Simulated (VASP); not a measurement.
Set up this calculation in VASP 6.6.1, as the native input.

```yaml
Task: single point
Functional: PBE
Potentials_or_basis: VASP PAW PBE potentials, release 64 (Y_sv)
Cutoff: 520 eV
k_mesh: 21 × 21 × 21
Occupations: fermi-dirac, width 0.08 eV
Spin: collinear spin
Starting_moments: "[0.2] μB"
Dipole_correction: no
Further_INCAR_settings: ALGO = Normal; EDIFF = 1e-06; NBANDS = 16
```

The structure of Y lies in POSCAR:

```
Y
1.0
    0.0000000000      2.1128567215      2.1128567215
    2.1128567215      0.0000000000      2.1128567215
    2.1128567215      2.1128567215      0.0000000000
Y
1
Direct
    0.0000000000      0.0000000000      0.0000000000
```

This isn't the form of Y at room conditions, which is hcp.

One way to write it, as run:

INCAR

```
PREC = Accurate
ENCUT = 520
EDIFF = 1E-6
ISMEAR = -1
SIGMA = 0.08
LREAL = F
LASPH = T
NELM = 150
ALGO = Normal
ISIF = 2
LWAVE = F
LCHARG = T
ISPIN = 2
MAGMOM = 0.2
LORBIT = 11
LMAXMIX = 4
GGA = PE
LELF = T
LVHAR = T
NBANDS = 16
```

KPOINTS

```
Automatic mesh
0
Gamma
  21 21 21
```

Potentials or basis: VASP PAW PBE potentials, release 64 (Y_sv).

Command:

```console
$ cat potpaw_PBE.64/Y_sv/POTCAR > POTCAR
$ mpirun -np 1 vasp_std > vasp.out
```

Results of the run:

The pressure is 47.8 GPa, the net moment is 0.00 μB per cell and the valence electrons inside the program's atomic spheres are Y 10.52.

Caveat: the cell stands under pressure.

Run time: 84 s on 1 thread of Intel(R) Xeon(R) Platinum 8488C (Sapphire Rapids) (shared host), peak memory 0.27 GiB.
